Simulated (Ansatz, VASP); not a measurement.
# Two plane-wave programs on Li2YZnC6N6

INCAR

```
PREC     = Accurate       # precision mode
ENCUT    = 910            # plane-wave cutoff, eV
EDIFF    = 1E-6           # SCF threshold, eV
ISMEAR   = 0              # smearing method
SIGMA    = 0.1            # smearing width, eV
LREAL    = Auto         
LASPH    = T              # aspherical terms in the spheres
NELM     = 120            # most SCF steps
ALGO     = Normal         # electronic algorithm
ISIF     = 2              # what is computed and relaxed
LWAVE    = F              # write WAVECAR
LCHARG   = F              # write CHGCAR
GGA      = PE             # functional
NBANDS   = 56             # bands
GGA_COMPAT= F
```

KPOINTS

```
Automatic mesh
0
Gamma
  4 4 4
```

The input POSCAR:

```
Li2YZnC6N6
1.0
    0.0000000000      5.2970000000      5.2970000000
    5.2970000000      0.0000000000      5.2970000000
    5.2970000000      5.2970000000      0.0000000000
Li Y Zn C N
2 1 1 6 6
Direct
    0.2500000000      0.2500000000      0.2500000000
    0.7500000000      0.7500000000      0.7500000000
    0.5000000000      0.5000000000      0.5000000000
    0.0000000000      0.0000000000      0.0000000000
    0.8190485200      0.1809514800      0.1809514800
    0.1809514800      0.8190485200      0.1809514800
    0.1809514800      0.1809514800      0.8190485200
    0.1809514800      0.8190485200      0.8190485200
    0.8190485200      0.1809514800      0.8190485200
    0.8190485200      0.8190485200      0.1809514800
    0.7086086500      0.2913913500      0.2913913500
    0.2913913500      0.7086086500      0.2913913500
    0.2913913500      0.2913913500      0.7086086500
    0.2913913500      0.7086086500      0.7086086500
    0.7086086500      0.2913913500      0.7086086500
    0.7086086500      0.7086086500      0.2913913500
```

Input for Ansatz:

```yaml
crystal:
  lattice:
    - [0.0, 5.297, 5.297]
    - [5.297, 0.0, 5.297]
    - [5.297, 5.297, 0.0]
  atoms:
    - { symbol: Li, position: [0.25, 0.25, 0.25] }
    - { symbol: Li, position: [0.75, 0.75, 0.75] }
    - { symbol: "Y", position: [0.5, 0.5, 0.5] }
    - { symbol: Zn, position: [0.0, 0.0, 0.0] }
    - { symbol: C, position: [0.81904852, 0.18095148, 0.18095148] }
    - { symbol: C, position: [0.18095148, 0.81904852, 0.18095148] }
    - { symbol: C, position: [0.18095148, 0.18095148, 0.81904852] }
    - { symbol: C, position: [0.18095148, 0.81904852, 0.81904852] }
    - { symbol: C, position: [0.81904852, 0.18095148, 0.81904852] }
    - { symbol: C, position: [0.81904852, 0.81904852, 0.18095148] }
    - { symbol: "N", position: [0.70860865, 0.29139135, 0.29139135] }
    - { symbol: "N", position: [0.29139135, 0.70860865, 0.29139135] }
    - { symbol: "N", position: [0.29139135, 0.29139135, 0.70860865] }
    - { symbol: "N", position: [0.29139135, 0.70860865, 0.70860865] }
    - { symbol: "N", position: [0.70860865, 0.29139135, 0.70860865] }
    - { symbol: "N", position: [0.70860865, 0.70860865, 0.29139135] }
basis:
  ecutwfc: 420
kpoints:
  mp_grid: { grid: [4, 4, 4] }
hamiltonian:
  xc: pbe
scf:
  occupations: { method: gaussian, width: 0.1 }
  lower_state_search: "off"
output:
  forces: true
  stress: true
  eigenvalues: true
```

Alike in both runs: task single point; functional PBE; k mesh 4 × 4 × 4; occupations gaussian, width 0.1 eV; no spin polarisation.

|  | VASP | Ansatz |
| --- | --- | --- |
| version | VASP 6.6.1 | Ansatz 0.2.0 |
| potentials or method | VASP PAW PBE potentials, release 64 (Li_sv, Y_sv, Zn, C_h, N_h), cutoff 910 eV | scalar-relativistic, plane waves, PAW |
| valence electrons in the cell | 83 | 83 |

```tsv
	VASP	Ansatz	Ansatz less VASP
gap on the k mesh at the Fermi level (eV)	none	none	-
rms of the force components (eV/Å)	0.921	0.917	-0.0037
```

Atom by atom the forces differ by 0.011 eV/Å (rms over components). A gap of «none» marks a metal or a gap that the smearing closes.

Noted on VASP's run: the cutoff is under 1.25 times that of the potentials, so the pressure is a little rough.
